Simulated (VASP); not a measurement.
Runs of VASP 6.6.1 on La. The structure is that of space group P6_3/mmc (No. 194), or close to it. The cells are those of the table. 

```tsv
task	cell	gap on the mesh (eV)	pressure (GPa)
single point	a = 3.781, b = 3.781, c = 6.120 Å, angles 90.0, 90.0, 120.0°, 2 atoms	none	-0.2
electric field gradients	a = 3.781, b = 3.781, c = 6.120 Å, angles 90.0, 90.0, 120.0°, 2 atoms	none	-0.1
single point	a = 3.731, b = 3.731, c = 6.131 Å, angles 90.0, 90.0, 120.0°, 2 atoms	none	0.5
electric field gradients	a = 3.769, b = 3.769, c = 6.009 Å, angles 90.0, 90.0, 120.0°, 2 atoms	none	0.5
electric field gradients	a = 3.811, b = 3.811, c = 6.170 Å, angles 90.0, 90.0, 120.0°, 2 atoms	none	(a)
single point	a = 3.718, b = 3.718, c = 6.019 Å, angles 90.0, 90.0, 120.0°, 2 atoms	none	1.2
electric field gradients	a = 3.750, b = 3.750, c = 6.070 Å, angles 90.0, 90.0, 120.0°, 2 atoms	none	0.5
```

Alike in all rows: level PBE; potentials or basis VASP PAW PBE potentials, release 64 (La); no spin polarisation; k mesh 11 × 11 × 6; cutoff (eV) 520; smearing fermi-dirac 0.05 eV.

Estimate the missing entries.

(a) -0.7.

Caveats: spin-orbit coupling is left out, which moves the levels of the heavy elements.

A k mesh can miss the band edges, and the runs leave out spin-orbit coupling on La.

A gap of «none» marks levels without a gap at the run's occupations.
